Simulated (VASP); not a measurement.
# Si (Fd-3m) in VASP: notebook

Si is run at these levels: LDA; tasks: single point.

Program: VASP 6.6.1. These are calculated values, not measurements. Logs are shortened: lines on timing, memory, paths and dates and some standing lists are left out, and cuts for length are marked.

## (1) The cell of the first run

It takes space group Fd-3m (No. 227, cubic). Conventional cell: a = 4.077 Å, b = 4.077 Å, c = 4.077 Å, α = 90.00°, β = 90.00°, γ = 90.00°. Si (site symmetry -43m) has 4 Si at 1.77 Å within 2.3 Å.

## (2) Single point, LDA (volume scaled by 0.43)

Input file INCAR:

```
ALGO     = Normal         # electronic algorithm
EDIFF    = 1E-6           # SCF threshold, eV
ENCUT    = 520            # plane-wave cutoff, eV
GGA      = CA             # functional
ISIF     = 2              # what is computed and relaxed
ISMEAR   = -1             # smearing method
LASPH    = T              # aspherical terms in the spheres
LCHARG   = F              # write CHGCAR
LREAL    = F              # projectors in reciprocal space
LWAVE    = F              # write WAVECAR
NBANDS   = 11             # bands
NELM     = 60             # most SCF steps
PREC     = Accurate       # precision mode
SIGMA    = 0.08           # smearing width, eV
```

Input file KPOINTS:

```
k-points
0
Gamma
  12 12 12
```

Input file POSCAR:

```
Si
1.0
    0.0000000000      2.0386233975      2.0386233975
    2.0386233975      0.0000000000      2.0386233975
    2.0386233975      2.0386233975      0.0000000000
Si
2
Direct
   -0.1250000000     -0.1250000000     -0.1250000000
    0.1250000000      0.1250000000      0.1250000000
```

Potentials or basis: VASP PAW LDA potentials, release 64 (Si).

Launch:

```
cat potpaw_LDA.64/Si/POTCAR > POTCAR
mpirun -np 1 vasp_std > vasp.out
```

OUTCAR:

```text
EDIFF = 1E-6
   ENCUT = 520
   GGA = CA
   ISIF = 2
   ISMEAR = -1
   LASPH = T
   LREAL = F
   NELM = 60
   PREC = Accurate

 ion  position               nearest neighbor table
   1  0.875  0.875  0.875-   2 1.77   2 1.77   2 1.77   2 1.77
   2  0.125  0.125  0.125-   1 1.77   1 1.77   1 1.77   1 1.77

  LATTYP: Found a face centered cubic cell.
 ALAT       =     4.0772467950

  Lattice vectors:

 A1 = (   0.0000000000,   2.0386233975,   2.0386233975)
 A2 = (   2.0386233975,   0.0000000000,   2.0386233975)
 A3 = (   2.0386233975,   2.0386233975,   0.0000000000)

Analysis of symmetry for initial positions (statically):
=====================================================================
 Subroutine PRICEL returns:
 Original cell was already a primitive cell.

 Routine SETGRP: Setting up the symmetry group for a
 face centered cubic supercell.

 Subroutine GETGRP returns: Found 48 space group operations
 (whereof 12 operations were pure point group operations)
 out of a pool of 48 trial point group operations.

The static configuration has the point symmetry D_3d.
 The point group associated with its full space group is O_h .

Analysis of symmetry for dynamics (positions and initial velocities):
=====================================================================
 Subroutine PRICEL returns:
 Original cell was already a primitive cell.

 Routine SETGRP: Setting up the symmetry group for a
 face centered cubic supercell.

 Subroutine GETGRP returns: Found 48 space group operations
 (whereof 12 operations were pure point group operations)
 out of a pool of 48 trial point group operations.

The dynamic configuration has the point symmetry D_3d.
 The point group associated with its full space group is O_h .

 Subroutine INISYM returns: Found 48 space group operations
 (whereof 12 operations are pure point group operations),
 and found     1 'primitive' translations

----------------------------------------------------------------------------------------

                                     Primitive cell

  volume of cell :      16.9450

  direct lattice vectors                    reciprocal lattice vectors
     0.000000000  2.038623397  2.038623397    -0.245263544  0.245263544  0.245263544
     2.038623397  0.000000000  2.038623397     0.245263544 -0.245263544  0.245263544
     2.038623397  2.038623397  0.000000000     0.245263544  0.245263544 -0.245263544

  length of vectors
     2.883048857  2.883048857  2.883048857     0.424808920  0.424808920  0.424808920

  position of ions in fractional coordinates (direct lattice)
     0.875000000  0.875000000  0.875000000
     0.125000000  0.125000000  0.125000000

  ion indices of the primitive-cell ions
   primitive index   ion index
                 1           1
                 2           2

----------------------------------------------------------------------------------------

 KPOINTS: k-points

Automatic generation of k-mesh.
 Grid dimensions read from file:
 generate k-points for:   12   12   12

 Generating k-lattice:

  Cartesian coordinates                     Fractional coordinates (reciprocal lattice)
    -0.020438629  0.020438629  0.020438629     0.083333333  0.000000000  0.000000000
     0.020438629 -0.020438629  0.020438629     0.000000000  0.083333333  0.000000000
     0.020438629  0.020438629 -0.020438629     0.000000000  0.000000000  0.083333333

  Length of vectors
     0.035400743  0.035400743  0.035400743

  Shift w.r.t. Gamma in fractional coordinates (k-lattice)
     0.000000000  0.000000000  0.000000000

 Subroutine IBZKPT returns following result:
 ===========================================

 Found     72 irreducible k-points:

 Following reciprocal coordinates:
            Coordinates               Weight
  0.000000  0.000000  0.000000      1.000000
  0.083333  0.000000  0.000000      8.000000
  0.166667  0.000000  0.000000      8.000000
  0.250000  0.000000  0.000000      8.000000
  0.333333  0.000000  0.000000      8.000000
  0.416667  0.000000  0.000000      8.000000
[... 16 lines left out ...]
  0.500000  0.166667  0.000000     24.000000
 -0.416667  0.166667  0.000000     24.000000
 [... further k-points ...]
   k-points           NKPTS =     72   k-points in BZ     NKDIM =     72   number of bands    NBANDS=     11
   number of dos      NEDOS =    301   number of ions     NIONS =      2
   total plane-waves  NPLWV =  13824
   dimension x,y,z NGX =    24 NGY =   24 NGZ =   24
   dimension x,y,z NGXF=    48 NGYF=   48 NGZF=   48
   ions per type =               2
   NGX,Y,Z   is equivalent  to a cutoff of  13.84, 13.84, 13.84 a.u.
   NGXF,Y,Z  is equivalent  to a cutoff of  27.68, 27.68, 27.68 a.u.
 SYSTEM =  unknown system
   PREC   = accura    normal or accurate (medium, high low for compatibility)
   ISTART =      0    job   : 0-new  1-cont  2-samecut
   ICHARG =      2    charge: 1-file 2-atom 10-const
   ISPIN  =      1    spin polarized calculation?
   LNONCOLLINEAR =      F non collinear calculations
   LSORBIT =      F    spin-orbit coupling
   LASPH  =      T    aspherical Exc in radial PAW
   ENCUT  =  520.0 eV  38.22 Ry    6.18 a.u.   5.36  5.36  5.36*2*pi/ulx,y,z
   NELM   =     60;   NELMIN=  2; NELMDL= -5     # of ELM steps
   EDIFF  = 0.1E-05   stopping-criterion for ELM
   LREAL  =      F    real-space projection
   EDIFFG = 0.1E-04   stopping-criterion for IOM
   NSW    =      0    number of steps for IOM
   IBRION =     -1    ionic relax: 0-MD 1-quasi-New 2-CG
   NFREE  =      0    steps in history (QN), initial steepest desc. (CG)
   ISIF   =      2    stress and relaxation
   ISYM   =      2    0-nonsym 1-usesym 2-fastsym
   POTIM  = 0.5000    time-step for ionic-motion
   TEBEG  =    0.0;   TEEND  =   0.0 temperature during run
   PSTRESS=    0.0 pullay stress
   NELECT =       8.0000    total number of electrons
   NUPDOWN=      -1.0000    fix difference up-down
   EMIN   =  10.00;   EMAX   =-10.00  energy-range for DOS
   EFERMI =   0.00;   METHOD = LEGACY
   ISMEAR =    -1;   SIGMA  =   0.08  broadening in eV -4-tet -1-fermi 0-gaus
   EFERMI_NEDOS =   21; number of points for ismear=-14 and -15
   IALGO  =     38    algorithm
   IMIX   =      4    mixing-type and parameters
     AMIX     =   0.40;   BMIX     =  1.00
     AMIX_MAG =   1.60;   BMIX_MAG =  1.00
  volume/ion in A,a.u.               =       8.47        57.18
  Fermi-wavevector in a.u.,A,eV,Ry     =   1.274748  2.408925 22.109244  1.624984
  Thomas-Fermi vector in A             =   2.407499
   LORBIT       =      0    0 simple, 1 ext, 2 COOP (PROOUT), +10 PAW based schemes
   GGA     = CA    functional components
   LHFCALC =     F    Hartree Fock is set to
   AEXX    =    0.0000 exact exchange contribution
   IVDW    =     0    specifies the selected vdW correction
   LEPSILON=     F    determine dielectric tensor
   LRPA    =     F    only Hartree local field effects (RPA)
 non-spin polarized calculation
  energy-cutoff  :      520.00
  volume of cell :       16.94
 maximum number of plane-waves:       471
 NGX is ok and might be reduce to    24
   NGX = 11   NGY = 11   NGZ = 11

 number of electron       7.9999999 magnetization

 Free energy of the ion-electron system (eV)
  ---------------------------------------------------
  ext. energy  EPLUGINS =         0.00000000
  ---------------------------------------------------
  free energy    TOTEN  =         2.55193948 eV

  energy without entropy =        2.56138397  energy(sigma->0) =        2.55666173

 E-fermi :  17.7829     XC(G=0): -13.2829

 val. band max:       17.6710809103   @ k =   0.2500   0.0833   0.0000
 cond. band min:      17.7875258465   @ k =   0.4167   0.2500   0.0000
 fundamental gap:      0.1164449363
 Fermi energy:        17.7828754616

 k-point     1 :       0.0000    0.0000    0.0000
  band No.  band energies     occupation
      1      -1.4275      2.00000
      2      18.7517      0.00001
      3      18.7517      0.00001
      4      18.7517      0.00001
      5      21.1803      0.00000
      6      21.1803      0.00000
      7      21.1803      0.00000
      8      26.0128      0.00000
      9      26.0128      0.00000
     10      31.9959      0.00000
     11      32.1535      0.00000

 k-point     2 :       0.0833    0.0000    0.0000
  band No.  band energies     occupation
      1      -1.2504      2.00000
      2      17.2415      1.99770
      3      18.4221      0.00068
      4      18.4221      0.00068
      5      21.6911      0.00000
      6      21.6911      0.00000
      7      21.9778      0.00000
      8      25.5273      0.00000
      9      25.5273      0.00000
     10      31.4216      0.00000
     11      32.6463      0.00000

 k-point     3 :       0.1667    0.0000    0.0000
  band No.  band energies     occupation
      1      -0.7212      2.00000
      2      14.6731      2.00000
      3      17.8761      0.47558
      4      17.8761      0.47558
      5      22.4170      0.00000
      6      22.4170      0.00000
      7      22.6832      0.00000
      8      24.9511      0.00000
      9      24.9511      0.00000
     10      30.2581      0.00000
     11      34.2633      0.00000
[... 267 lines left out ...]
 k-point    23 :       0.5000    0.1667    0.0000
  band No.  band energies     occupation
      1       4.0133      2.00000
      2       6.9064      2.00000
      3      14.0691      2.00000
      4      15.3585      2.00000
      5      18.9020      0.00000
      6      23.1022      0.00000
      7      24.7580      0.00000
      8      28.1875      0.00000
      9      30.6316      0.00000
     10      31.5723      0.00000
     11      36.8320      0.00000

 k-point    24 :      -0.4167    0.1667    0.0000
  band No.  band energies     occupation
      1       4.5289      2.00000
      2       6.2977      2.00000
      3      13.4855      2.00000
      4      15.8214      2.00000
      5      19.4075      0.00000
      6      22.5619      0.00000
      7      25.0473      0.00000
      8      29.4521      0.00000
      9      30.2066      0.00000
     10      30.4162      0.00000
     11      35.8183      0.00000

 [... further k-points ...]

------------------------ aborting loop because EDIFF is reached ----------------------------------------

  FORCE on cell =-STRESS in cart. coord.  units (eV):
  Direction    XX          YY          ZZ          XY          YZ          ZX
  --------------------------------------------------------------------------------------
  -------------------------------------------------------------------------------------
  Total       42.1340760     42.1340760     42.1340760      0.0000000      0.0000000      0.0000000
  in kB     3983.8506434   3983.8506434   3983.8506434      0.0000000      0.0000000      0.0000000
  external PRESSURE =    3983.8506434 kB  Pullay stress =       0.0000000 kB

 VOLUME and BASIS-vectors are now :
 -----------------------------------------------------------------------------
  energy-cutoff  :      520.00
  volume of cell :       16.94
      direct lattice vectors                 reciprocal lattice vectors
     0.000000000  2.038623397  2.038623397    -0.245263544  0.245263544  0.245263544
     2.038623397  0.000000000  2.038623397     0.245263544 -0.245263544  0.245263544
     2.038623397  2.038623397  0.000000000     0.245263544  0.245263544 -0.245263544

 POSITION                                       TOTAL-FORCE (eV/Angst)
 -----------------------------------------------------------------------------------
      3.56759      3.56759      3.56759        -0.000000     -0.000000     -0.000000
      0.50966      0.50966      0.50966         0.000000      0.000000      0.000000
 -----------------------------------------------------------------------------------
    total drift:                                0.000000      0.000000     -0.000000

  FREE ENERGIE OF THE ION-ELECTRON SYSTEM (eV)
  ---------------------------------------------------
  free  energy   TOTEN  =         2.5519394837 eV

  energy  without entropy=        2.5613839664  energy(sigma->0) =        2.55666173
```

Wall time 5.6 s (1 thread of Intel Xeon 6975P-C, shared host); peak memory 0.13 GiB.

What came out:

```yaml
Free_energy: 2.5519 eV
Pressure: 398.4 GPa
Band_gap_on_the_k_mesh: zero (band 4 reaches 18.81 eV, above the bottom of band 5 at 16.47 eV)
```

## (3) Single point, LDA (volume scaled by 0.5)

Input file INCAR:

```
PREC = Accurate
ENCUT = 520
EDIFF = 1E-6
ISMEAR = -1
SIGMA = 0.08
LREAL = F
LASPH = T
NELM = 60
ALGO = Normal
ISIF = 2
LWAVE = F
LCHARG = F
NBANDS = 11
```

Input file KPOINTS:

```
regular mesh
0
Gamma
  12 12 12
```

Input file POSCAR:

```
Si
1.0
    0.0000000000      2.1437337924      2.1437337924
    2.1437337924      0.0000000000      2.1437337924
    2.1437337924      2.1437337924      0.0000000000
Si
2
Direct
   -0.1250000000     -0.1250000000     -0.1250000000
    0.1250000000      0.1250000000      0.1250000000
```

Potentials or basis: VASP PAW LDA potentials, release 64 (Si).

Launch:

```
cat potpaw_LDA.64/Si/POTCAR > POTCAR
mpirun -np 1 vasp_std > vasp.out
```

Run time: 5.8 s. Hardware: 1 thread of Intel Xeon 6975P-C, shared host; peak memory 0.13 GiB.

Results (log left out):

```yaml
Free_energy: -2.9404 eV
Pressure: 251.9 GPa
Band_gap_on_the_k_mesh: zero (band 4 reaches 15.75 eV, above the bottom of band 5 at 14.13 eV)
```

Levels at points of the mesh, in eV from the Fermi level:
| k point | band 2 | band 3 | band 4 | band 5 | band 6 | band 7 |
| --- | --- | --- | --- | --- | --- | --- |
| (0.00, 0.00, 0.00) | 0.77 | 0.77 | 0.77 | 3.28 | 3.28 | 3.28 |
| (0.50, 0.00, 0.00) | -11.12 | -0.91 | -0.91 | 2.79 | 2.79 | 4.72 |
| (0.50, 0.50, 0.00) | -10.30 | -4.29 | -4.29 | -0.85 | -0.85 | 14.01 |

## (4) Single point, LDA (volume scaled by 0.58)

INCAR: that of step 3 with these lines changed.

```diff
@@ -7,3 +7,3 @@
 LASPH = T
-NELM = 60
+NELM = 80
 ALGO = Normal
@@ -12,2 +12,3 @@
 LCHARG = F
+GGA = CA
 NBANDS = 11
```

Input file KPOINTS:

```
Automatic mesh
0
Gamma
  12 12 12
```

Input file POSCAR:

```
Si
1.0
    0.0000000000      2.2524587707      2.2524587707
    2.2524587707      0.0000000000      2.2524587707
    2.2524587707      2.2524587707      0.0000000000
Si
2
Direct
   -0.1250000000     -0.1250000000     -0.1250000000
    0.1250000000      0.1250000000      0.1250000000
```

Launch:

```
cat potpaw_LDA.64/Si/POTCAR > POTCAR
mpirun -np 1 vasp_std > vasp.out
```

It took 6.6 s on 1 thread of Intel Xeon 6975P-C, shared host; peak memory 0.13 GiB.

The run converged. Its results:

```
Free energy            : -6.8302 eV
Pressure               : 152.1 GPa
Band gap on the k mesh : zero (band 4 reaches 13.14 eV, above the bottom of band 5 at 12.12 eV)
```

Levels at points of the mesh, in eV from the Fermi level:
```tsv
k point	band 1	band 2	band 3	band 4	band 5	band 6	band 7	band 8	band 9
(0.00, 0.00, 0.00)	-16.22	0.55	0.55	0.55	3.11	3.11	3.11	8.24	8.24
(0.50, 0.00, 0.00)	-12.03	-10.05	-1.08	-1.08	3.02	3.02	3.99	8.65	12.43
(0.50, 0.50, 0.00)	-9.67	-9.67	-4.00	-4.00	-0.47	-0.47	13.30	13.30	15.29
```

## (5) Single point, LDA (volume scaled by 0.68)

Input file INCAR:

```
SYSTEM = Si
ALGO = Normal
EDIFF = 1E-6
ENCUT = 520
ISIF = 2
ISMEAR = -1
LASPH = .True.
LCHARG = .True.
LELF = .True.
LREAL = .False.
LVHAR = .True.
LWAVE = .False.
NBANDS = 11
NELM = 100
PREC = Accurate
SIGMA = 0.08
```

Input file KPOINTS:

```
k-points
0
Gamma
  12 12 12
  0 0 0
```

Input file POSCAR:

```
Si
1.0
    0.0000000000      2.3751105206      2.3751105206
    2.3751105206      0.0000000000      2.3751105206
    2.3751105206      2.3751105206      0.0000000000
Si
2
Direct
   -0.1250000000     -0.1250000000     -0.1250000000
    0.1250000000      0.1250000000      0.1250000000
```

Launch:

```
cat potpaw_LDA.64/Si/POTCAR > POTCAR
mpirun -np 1 vasp_std > vasp.out
```

Wall time 14 s (1 thread of Intel Xeon 6975P-C, shared host); peak memory 0.14 GiB.

The run converged. Its results:

```yaml
Free_energy: -9.6041 eV
Pressure: 80.4 GPa
Band_gap_on_the_k_mesh: zero (band 4 reaches 10.68 eV, above the bottom of band 5 at 10.23 eV)
```

Levels at points of the mesh, in eV from the Fermi level:
| k point | band 2 | band 3 | band 4 | band 5 | band 6 | band 7 |
| --- | --- | --- | --- | --- | --- | --- |
| (0.00, 0.00, 0.00) | 0.28 | 0.28 | 0.28 | 2.87 | 2.87 | 2.87 |
| (0.50, 0.00, 0.00) | -9.10 | -1.25 | -1.25 | 3.11 | 3.11 | 3.16 |
| (0.50, 0.50, 0.00) | -9.13 | -3.75 | -3.75 | -0.17 | -0.17 | 12.51 |

## (6) Summary

```tsv
cell	gap on the mesh (eV)	pressure (GPa)
a = 2.883 Å, angles 60.0°, 2 atoms	none	398.4
a = 3.032 Å, angles 60.0°, 2 atoms	none	251.9
a = 3.185 Å, angles 60.0°, 2 atoms	none	152.1
a = 3.359 Å, angles 60.0°, 2 atoms	none	80.4
```

Alike in all rows: task single point; level LDA; potentials or basis VASP PAW LDA potentials, release 64 (Si); no spin polarisation; k mesh 12 × 12 × 12; cutoff (eV) 520; smearing fermi-dirac 0.08 eV.

Total energies depend on the potentials used, so only differences within one code and one set of settings carry meaning.
